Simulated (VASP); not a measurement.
# CdS: elastic constants with LDA

Crystal: CdS.

```
Cd S
1.0
     0.00000    2.66045    2.66045
     2.66045    0.00000    2.66045
     2.66045    2.66045    0.00000
Cd S
1 1
Direct
  0.00000 0.00000 0.00000
  0.50000 0.50000 0.50000
```

```
Program                   : VASP 6.6.1
Task                      : elastic constants
Functional                : LDA
Potentials or basis       : VASP PAW LDA potentials, release 64 (Cd, S)
Cutoff                    : 600 eV
k mesh                    : 16 × 16 × 16
Occupations               : fermi-dirac, width 0.08 eV
Spin                      : no spin polarisation
Dipole correction         : no
Ions in elastic constants : relaxed
Further INCAR settings    : ALGO = Normal; EDIFF = 1e-08; NBANDS = 16; IBRION = 6; POTIM = 0.015; NSW = 1; ISIF = 3
```

The elastic constants C11, C12, C44 are 173, 62, 36 GPa. The voigt bulk modulus is 99 GPa and the highest phonon frequency at Γ, LO-TO splitting left out is 165 cm⁻¹.

Phonon frequencies in cm⁻¹ (negative: imaginary):
| q point | frequencies |
| --- | --- |
| (0.000, 0.000, 0.000) | 0 0 0 165 165 165 |

Elastic tensor in Voigt notation (GPa, in the Cartesian axes of the cell as first typed):
```
173  62  62   0   0   0
 62 173  62   0   0   0
 62  62 173   0   0   0
  0   0   0  36   0   0
  0   0   0   0  36   0
  0   0   0   0   0  36
```

Clamped-ion elastic tensor (GPa):
```
173  62  62   0   0   0
 62 173  62   0   0   0
 62  62 173   0   0   0
  0   0   0  36   0   0
  0   0   0   0  36   0
  0   0   0   0   0  36
```

It took 86 min on 1 thread of Oxide Virtual Turin-like Processor, on a shared host, peak memory 1.2 GiB.

Caveat: the cell is under stress, which shifts elastic constants.
